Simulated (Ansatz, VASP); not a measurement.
# TiZn3 in VASP and in Ansatz

```xyz
4
Lattice="3.9322 -0.0393 -0.0393 -0.0393 3.9322 -0.0393 -0.0393 -0.0393 3.9322" Properties=species:S:1:pos:R:3 pbc="T T T"
Ti    0.0000    0.0000    0.0000
Zn   -0.0393    1.9464    1.9464
Zn    1.9464   -0.0393    1.9464
Zn    1.9464    1.9464   -0.0393
```

Change from the starting cell: equal xy, yz and zx shear strains of -2 %.

Alike in both runs: task single point; functional LDA; k mesh 9 × 9 × 9; occupations fermi-dirac, width 0.05 eV; no spin polarisation.

|  | VASP | Ansatz |
| --- | --- | --- |
| version | VASP 6.6.1 | Ansatz 0.2.0 |
| potentials or method | VASP PAW LDA potentials, release 64 (Ti_sv, Zn), cutoff 520 eV | all-electron LAPW, scalar-relativistic |

|  | VASP | Ansatz | Ansatz less VASP |
| --- | --- | --- | --- |
| pressure (GPa) | -9.3 | -9.8 | -0.48 |
| traceless stress, the component that is largest in VASP (GPa) | 1.29 | 1.27 | -0.019 |

LDA's correlation is that of Perdew and Zunger in VASP and of Perdew and Wang (1992) in Ansatz. Ansatz ran all-electron here, and VASP with PAW potentials.
